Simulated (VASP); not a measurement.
# GeCl2 (CdI2 type) (P-3m1) in VASP: notebook

The runs below take GeCl2 (CdI2 type) through single point, relaxation of cell and atoms, with PBE.

Everything below comes from runs of VASP 6.6.1. Logs are shortened: lines on timing, memory, paths and dates and some standing lists are left out, and cuts for length are marked.

## Step 1: The cell of the first run

The structure is trigonal, space group P-3m1 (No. 164). The conventional cell has a = 3.941 Å, b = 3.941 Å, c = 6.791 Å, α = 90.00°, β = 90.00°, γ = 120.00°. Within 3.6 Å of Ge (site symmetry -3m) lie 6 Cl at 2.71 Å. Cl (site symmetry 3m) has 3 Ge at 2.71 Å and 9 Cl at 3.72 to 3.94 Å within 4.0 Å.

## Step 2: Single point, PBE

INCAR

```
SYSTEM = GeCl2
PREC = Accurate ; ENCUT = 520
EDIFF = 1E-6 ; ISMEAR = -1
SIGMA = 0.08 ; LREAL = .FALSE.
LASPH = .TRUE. ; NELM = 100
ALGO = Normal ; ISIF = 2
LWAVE = .FALSE. ; LCHARG = .FALSE.
GGA = PE ; NBANDS = 21
```

KPOINTS

```
Automatic mesh
0
G
  13 13 7
  0 0 0
```

POSCAR

```
GeCl2
1.0
    3.9410607685      0.0000000000      0.0000000000
   -1.9705303842      3.4130587434      0.0000000000
    0.0000000000      0.0000000000      6.7913277095
Ge Cl
1 2
Direct
    0.0000000000      0.0000000000      0.0000000000
    0.3333333333      0.6666666667      0.2163880213
    0.6666666667      0.3333333333      0.7836119787
```

Potentials or basis: VASP PAW PBE potentials, release 64 (Ge_d, Cl).

Started as:

```
cat potpaw_PBE.64/Ge_d/POTCAR potpaw_PBE.64/Cl/POTCAR > POTCAR
mpirun -np 1 vasp_std > vasp.out
```

OUTCAR:

```text
SYSTEM = GeCl2
   PREC = Accurate
   ENCUT = 520
   EDIFF = 1E-6
   ISMEAR = -1
   LREAL = .FALSE.
   LASPH = .TRUE.
   NELM = 100
   ISIF = 2
   GGA = PE

 ion  position               nearest neighbor table
   1  0.000  0.000  0.000-   2 2.71   3 2.71   2 2.71   3 2.71   3 2.71   2 2.71
   2  0.333  0.667  0.216-   1 2.71   1 2.71   1 2.71
   3  0.667  0.333  0.784-   1 2.71   1 2.71   1 2.71

  LATTYP: Found a hexagonal cell.
 ALAT       =     3.9410607685
 C/A-ratio  =     1.7232232915

  Lattice vectors:

 A1 = (   3.9410607685,   0.0000000000,   0.0000000000)
 A2 = (  -1.9705303842,   3.4130587434,   0.0000000000)
 A3 = (   0.0000000000,   0.0000000000,   6.7913277095)

Analysis of symmetry for initial positions (statically):
=====================================================================
 Subroutine PRICEL returns:
 Original cell was already a primitive cell.

 Routine SETGRP: Setting up the symmetry group for a
 hexagonal supercell.

 Subroutine GETGRP returns: Found 12 space group operations
 (whereof 12 operations were pure point group operations)
 out of a pool of 24 trial point group operations.

The static configuration has the point symmetry D_3d.

Analysis of symmetry for dynamics (positions and initial velocities):
=====================================================================
 Subroutine PRICEL returns:
 Original cell was already a primitive cell.

 Routine SETGRP: Setting up the symmetry group for a
 hexagonal supercell.

 Subroutine GETGRP returns: Found 12 space group operations
 (whereof 12 operations were pure point group operations)
 out of a pool of 24 trial point group operations.

The dynamic configuration has the point symmetry D_3d.

 Subroutine INISYM returns: Found 12 space group operations
 (whereof 12 operations are pure point group operations),
 and found     1 'primitive' translations

----------------------------------------------------------------------------------------

                                     Primitive cell

  volume of cell :      91.3506

  direct lattice vectors                    reciprocal lattice vectors
     3.941060768  0.000000000  0.000000000     0.253738792  0.146496160  0.000000000
    -1.970530384  3.413058743  0.000000000     0.000000000  0.292992320  0.000000000
     0.000000000  0.000000000  6.791327709     0.000000000  0.000000000  0.147246613

  length of vectors
     3.941060768  3.941060768  6.791327709     0.292992320  0.292992320  0.147246613

  position of ions in fractional coordinates (direct lattice)
     0.000000000  0.000000000  0.000000000
     0.333333333  0.666666667  0.216388021
     0.666666667  0.333333333  0.783611979

  ion indices of the primitive-cell ions
   primitive index   ion index
                 1           1
                 2           2
                 3           3

----------------------------------------------------------------------------------------

 KPOINTS: Automatic mesh

Automatic generation of k-mesh.
 Grid dimensions read from file:
 generate k-points for:   13   13    7

 Generating k-lattice:

  Cartesian coordinates                     Fractional coordinates (reciprocal lattice)
     0.019518369  0.011268935  0.000000000     0.076923077  0.000000000  0.000000000
     0.000000000  0.022537871  0.000000000     0.000000000  0.076923077  0.000000000
     0.000000000  0.000000000  0.021035230     0.000000000  0.000000000  0.142857143

  Length of vectors
     0.022537871  0.022537871  0.021035230

  Shift w.r.t. Gamma in fractional coordinates (k-lattice)
     0.000000000  0.000000000  0.000000000

 Subroutine IBZKPT returns following result:
 ===========================================

 Found    126 irreducible k-points:

 Following reciprocal coordinates:
            Coordinates               Weight
  0.000000  0.000000  0.000000      1.000000
  0.076923 -0.000000  0.000000      6.000000
  0.153846 -0.000000  0.000000      6.000000
  0.230769  0.000000  0.000000      6.000000
  0.307692 -0.000000  0.000000      6.000000
  0.384615  0.000000  0.000000      6.000000
[... 16 lines left out ...]
  0.076923 -0.000000  0.142857      6.000000
  0.000000  0.076923  0.142857      6.000000
 [... further k-points ...]
   k-points           NKPTS =    126   k-points in BZ     NKDIM =    126   number of bands    NBANDS=     21
   number of dos      NEDOS =    301   number of ions     NIONS =      3
   total plane-waves  NPLWV =  48600
   dimension x,y,z NGX =    30 NGY =   30 NGZ =   54
   dimension x,y,z NGXF=    60 NGYF=   60 NGZF=  108
   ions per type =               1   2
   NGX,Y,Z   is equivalent  to a cutoff of  12.65, 12.65, 13.22 a.u.
   NGXF,Y,Z  is equivalent  to a cutoff of  25.31, 25.31, 26.44 a.u.
 SYSTEM =  GeCl2
   PREC   = accura    normal or accurate (medium, high low for compatibility)
   ISTART =      0    job   : 0-new  1-cont  2-samecut
   ICHARG =      2    charge: 1-file 2-atom 10-const
   ISPIN  =      1    spin polarized calculation?
   LNONCOLLINEAR =      F non collinear calculations
   LSORBIT =      F    spin-orbit coupling
   LASPH  =      T    aspherical Exc in radial PAW
   ENCUT  =  520.0 eV  38.22 Ry    6.18 a.u.   7.33  7.33 12.63*2*pi/ulx,y,z
   NELM   =    100;   NELMIN=  2; NELMDL= -5     # of ELM steps
   EDIFF  = 0.1E-05   stopping-criterion for ELM
   LREAL  =      F    real-space projection
   EDIFFG = 0.1E-04   stopping-criterion for IOM
   NSW    =      0    number of steps for IOM
   IBRION =     -1    ionic relax: 0-MD 1-quasi-New 2-CG
   NFREE  =      0    steps in history (QN), initial steepest desc. (CG)
   ISIF   =      2    stress and relaxation
   ISYM   =      2    0-nonsym 1-usesym 2-fastsym
   POTIM  = 0.5000    time-step for ionic-motion
   TEBEG  =    0.0;   TEEND  =   0.0 temperature during run
   PSTRESS=    0.0 pullay stress
   NELECT =      28.0000    total number of electrons
   NUPDOWN=      -1.0000    fix difference up-down
   EMIN   =  10.00;   EMAX   =-10.00  energy-range for DOS
   EFERMI =   0.00;   METHOD = LEGACY
   ISMEAR =    -1;   SIGMA  =   0.08  broadening in eV -4-tet -1-fermi 0-gaus
   EFERMI_NEDOS =   21; number of points for ismear=-14 and -15
   IALGO  =     38    algorithm
   IMIX   =      4    mixing-type and parameters
     AMIX     =   0.40;   BMIX     =  1.00
     AMIX_MAG =   1.60;   BMIX_MAG =  1.00
  volume/ion in A,a.u.               =      30.45       205.49
  Fermi-wavevector in a.u.,A,eV,Ry     =   1.103800  2.085879 16.576985  1.218374
  Thomas-Fermi vector in A             =   2.240263
   LORBIT       =      0    0 simple, 1 ext, 2 COOP (PROOUT), +10 PAW based schemes
   GGA     = PE    functional components
   LHFCALC =     F    Hartree Fock is set to
   AEXX    =    0.0000 exact exchange contribution
   IVDW    =     0    specifies the selected vdW correction
   LEPSILON=     F    determine dielectric tensor
   LRPA    =     F    only Hartree local field effects (RPA)
 non-spin polarized calculation
  energy-cutoff  :      520.00
  volume of cell :       91.35
 maximum number of plane-waves:      2491
 NGX is ok and might be reduce to    30
   NGX = 15   NGY = 15   NGZ = 25

 number of electron      28.0000002 magnetization

 Free energy of the ion-electron system (eV)
  ---------------------------------------------------
  ext. energy  EPLUGINS =         0.00000000
  ---------------------------------------------------
  free energy    TOTEN  =       -10.49071856 eV

  energy without entropy =      -10.49071854  energy(sigma->0) =      -10.49071855

 E-fermi :   1.3607     XC(G=0):  -7.7035

 val. band max:       -0.0339757267   @ k =   0.3077   0.3077   0.4286
 cond. band min:       2.5170753941   @ k =   0.0000   0.0000   0.4286
 fundamental gap:      2.5510511208
 Fermi energy:         1.3606630447

 k-point     1 :       0.0000    0.0000    0.0000
  band No.  band energies     occupation
      1     -23.9105      2.00000
      2     -23.9065      2.00000
      3     -23.9065      2.00000
      4     -23.9035      2.00000
      5     -23.9035      2.00000
      6     -14.5916      2.00000
[... 13 lines left out ...]
     20       9.7428      0.00000
     21       9.7428      0.00000

 k-point     2 :       0.0769   -0.0000    0.0000
  band No.  band energies     occupation
      1     -23.9104      2.00000
      2     -23.9069      2.00000
      3     -23.9065      2.00000
      4     -23.9035      2.00000
      5     -23.9032      2.00000
      6     -14.5645      2.00000
[... 13 lines left out ...]
     20       9.7453      0.00000
     21       9.8469      0.00000

 k-point     3 :       0.1538   -0.0000    0.0000
  band No.  band energies     occupation
      1     -23.9099      2.00000
      2     -23.9079      2.00000
      3     -23.9066      2.00000
      4     -23.9036      2.00000
      5     -23.9023      2.00000
      6     -14.4868      2.00000
[... 13 lines left out ...]
     20       9.7004      0.00000
     21      10.1462      0.00000

 k-point     4 :       0.2308    0.0000    0.0000
  band No.  band energies     occupation
      1     -23.9099      2.00000
      2     -23.9087      2.00000
      3     -23.9067      2.00000
      4     -23.9036      2.00000
      5     -23.9010      2.00000
      6     -14.3693      2.00000
[... 13 lines left out ...]
     20       9.4741      0.00000
     21      10.6151      0.00000

 k-point     5 :       0.3077   -0.0000    0.0000
  band No.  band energies     occupation
      1     -23.9113      2.00000
      2     -23.9085      2.00000
      3     -23.9069      2.00000
      4     -23.9034      2.00000
      5     -23.8996      2.00000
      6     -14.2300      2.00000
[... 13 lines left out ...]
     20       9.3944      0.00000
     21      11.2404      0.00000
[... 382 lines left out ...]
     20       8.9669      0.00000
     21      11.0384      0.00000

 k-point    22 :       0.0000    0.0000    0.1429
  band No.  band energies     occupation
      1     -23.9105      2.00000
      2     -23.9065      2.00000
      3     -23.9065      2.00000
      4     -23.9035      2.00000
      5     -23.9035      2.00000
      6     -14.5874      2.00000
[... 13 lines left out ...]
     20       9.7137      0.00000
     21       9.7138      0.00000

 k-point    23 :       0.0769   -0.0000    0.1429
  band No.  band energies     occupation
      1     -23.9104      2.00000
      2     -23.9069      2.00000
      3     -23.9065      2.00000
      4     -23.9035      2.00000
      5     -23.9032      2.00000
      6     -14.5604      2.00000
[... 13 lines left out ...]
     20       9.7082      0.00000
     21       9.8448      0.00000

 k-point    24 :       0.0000    0.0769    0.1429
  band No.  band energies     occupation
      1     -23.9104      2.00000
      2     -23.9069      2.00000
      3     -23.9065      2.00000
      4     -23.9035      2.00000
      5     -23.9032      2.00000
      6     -14.5604      2.00000
[... 13 lines left out ...]
     20       9.6425      0.00000
     21       9.7943      0.00000

 [... further k-points ...]

------------------------ aborting loop because EDIFF is reached ----------------------------------------

  FORCE on cell =-STRESS in cart. coord.  units (eV):
  Direction    XX          YY          ZZ          XY          YZ          ZX
  --------------------------------------------------------------------------------------
  -------------------------------------------------------------------------------------
  Total       -0.0296191     -0.0296191     -0.0217538     -0.0000000      0.0000000      0.0000000
  in kB       -0.5194826     -0.5194826     -0.3815342     -0.0000000      0.0000000      0.0000000
  external PRESSURE =      -0.4734998 kB  Pullay stress =       0.0000000 kB

 VOLUME and BASIS-vectors are now :
 -----------------------------------------------------------------------------
  energy-cutoff  :      520.00
  volume of cell :       91.35
      direct lattice vectors                 reciprocal lattice vectors
     3.941060768  0.000000000  0.000000000     0.253738792  0.146496160  0.000000000
    -1.970530384  3.413058743  0.000000000     0.000000000  0.292992320  0.000000000
     0.000000000  0.000000000  6.791327709     0.000000000  0.000000000  0.147246613

 POSITION                                       TOTAL-FORCE (eV/Angst)
 -----------------------------------------------------------------------------------
      0.00000      0.00000      0.00000         0.000000      0.000000      0.000000
     -0.00000      2.27537      1.46956         0.000000     -0.000000      0.003023
      1.97053      1.13769      5.32177        -0.000000      0.000000     -0.003023
 -----------------------------------------------------------------------------------
    total drift:                                0.000000      0.000000     -0.000000

  FREE ENERGIE OF THE ION-ELECTRON SYSTEM (eV)
  ---------------------------------------------------
  free  energy   TOTEN  =       -10.4907185593 eV

  energy  without entropy=      -10.4907185401  energy(sigma->0) =      -10.49071855
```

Run time: 2.1 min. Hardware: 1 thread of AMD EPYC 9R45 (Zen 5), shared host; peak memory 0.32 GiB.

Results:

| Quantity | Value |
| --- | --- |
| Free energy | -10.4907 eV |
| Pressure | 0.0 GPa |
| Largest force | 0.003 eV/Å |
| Band gap on the k mesh | 2.55 eV (least direct gap 3.05 eV) |

Forces in eV/Å, atoms in the order of the input:
```
Ge   0.000  0.000  0.000
Cl   0.000  0.000  0.003
Cl   0.000  0.000 -0.003
```

Caveat: this functional lacks dispersion, which binds layers or chains, so the pressure and a relaxed spacing across them are unreliable. A k mesh can miss the band edges.

(Part 1 of 2 ends here.)
